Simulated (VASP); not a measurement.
# MgO (wurtzite type): relaxation of cell and atoms with PBE

MgO (wurtzite type):

```xyz
4
Lattice="2.8749 0.0000 0.0000 -1.4375 2.4898 0.0000 0.0000 0.0000 4.6861" Properties=species:S:1:pos:R:3 pbc="T T T"
Mg    0.0000    1.6598    0.0000
Mg    1.4375    0.8299    2.3431
O     0.0000    1.6598    1.7620
O     1.4375    0.8299    4.1050
```

```yaml
Program: VASP 6.6.1
Task: relaxation of cell and atoms
Functional: PBE
Potentials_or_basis: VASP PAW PBE potentials, release 64 (Mg, O)
Cutoff: 600 eV
k_mesh: 12 × 12 × 7
Occupations: fermi-dirac, width 0.08 eV
Spin: no spin polarisation
Target_pressure: 62 GPa
Dipole_correction: no
Further_INCAR_settings: ALGO = Normal; EDIFF = 1e-07; IBRION = 2; EDIFFG = -0.005; NSW = 60; ISIF = 3
```

```yaml
Relaxed_volume: 8.58 Å³/atom
Relaxed_cell: a = 3.199 Å, b = 3.199 Å, c = 3.874 Å, α = 90.00°, β = 90.00°, γ = 120.00°
Space_group_after_relaxing_to_0.05_Å: P6_3/mmc (No. 194)
Energy_change_on_relaxing_the_enthalpy_is_what_falls: -435.3 meV/atom
Ionic_steps: 33
Pressure_after_relaxing: 62.0 GPa
Band_gap_on_the_k_mesh: 4.77 eV, direct
```

Stress tensor (GPa, compression positive):
```
62.08  0.00  0.00
 0.00 62.08  0.00
 0.00  0.00 61.97
```

Step by step:
```tsv
step	energy change (eV)	largest force (eV/Å)	pressure (GPa)	volume (Å³)
1	0.0000	0.1784	94.04	33.54
2	-2.8744	0.2432	21.86	42.35
3	-1.4637	0.2341	60.20	36.60
4	-1.4127	0.2324	61.43	36.47
5	-1.3894	0.2315	61.98	36.41
6	-1.4046	0.2440	61.91	36.39
7	-1.4487	0.3871	61.33	36.32
8	-1.5693	1.0091	58.89	36.05
9	-1.7444	1.9052	58.79	34.96
10	39.0035	78.5120	428.25	30.40
11	-0.2733	7.1522	75.95	34.91
12	2.0675	3.0377	117.99	33.06
13	0.2135	8.4270	82.82	34.60
14	0.6449	7.5978	93.20	33.89
15	0.5567	7.8109	91.34	33.99
16	0.4038	7.3935	89.37	34.04
17	-0.0163	6.2329	83.86	34.18
18	-0.7011	4.2851	74.38	34.48
19	-1.5914	1.5700	60.61	35.05
20	-2.2536	0.9918	46.51	36.16
21	-2.2012	0.7251	48.14	35.97
22	-2.1561	0.5206	49.35	35.84
23	-2.1142	0.4797	50.81	35.65
24	-1.9690	0.3643	55.41	35.08
25	-1.5823	0.1677	66.22	33.94
26	-1.6352	0.1884	64.81	34.07
27	-1.6725	0.1419	63.84	34.16
28	-1.7510	0.0480	61.78	34.35
29	-1.7556	0.0427	61.65	34.37
30	-1.7496	0.0290	61.81	34.35
31	-1.7412	0.0100	62.04	34.33
32	-1.7389	0.0050	62.10	34.32
33	-1.7413	0.0019	62.04	34.33
```

Final structure:
```
Mg O
1.0
     3.19861    0.00000    0.00000
    -1.59930    2.77008    0.00000
     0.00000    0.00000    3.87444
Mg O
2 2
Cartesian
  0.0000 1.8467 3.6341
  1.5993 0.9234 1.6969
  0.0000 1.8467 1.6971
  1.5993 0.9234 3.6343
```

Levels at points of the mesh, in eV from the valence-band top:
| k point | band 5 | band 6 | band 7 | band 8 | band 9 | band 10 | band 11 | band 12 |
| --- | --- | --- | --- | --- | --- | --- | --- | --- |
| (0.00, 0.00, 0.00) | -2.27 | -1.22 | -1.22 | 0.00 | 4.77 | 11.59 | 14.24 | 14.43 |
| (0.50, 0.00, 0.00) | -2.97 | -2.44 | -1.74 | -0.73 | 7.74 | 10.45 | 11.82 | 13.87 |

It took 6.9 min on 1 thread of AMD EPYC 9R45 96-Core Processor (Zen 5) (shared host), peak memory 0.16 GiB.

Caveat: the cell is relaxed towards a set pressure, so the enthalpy falls and the energy may rise. PBE gaps usually lie below the measured ones, often by a third to a half.
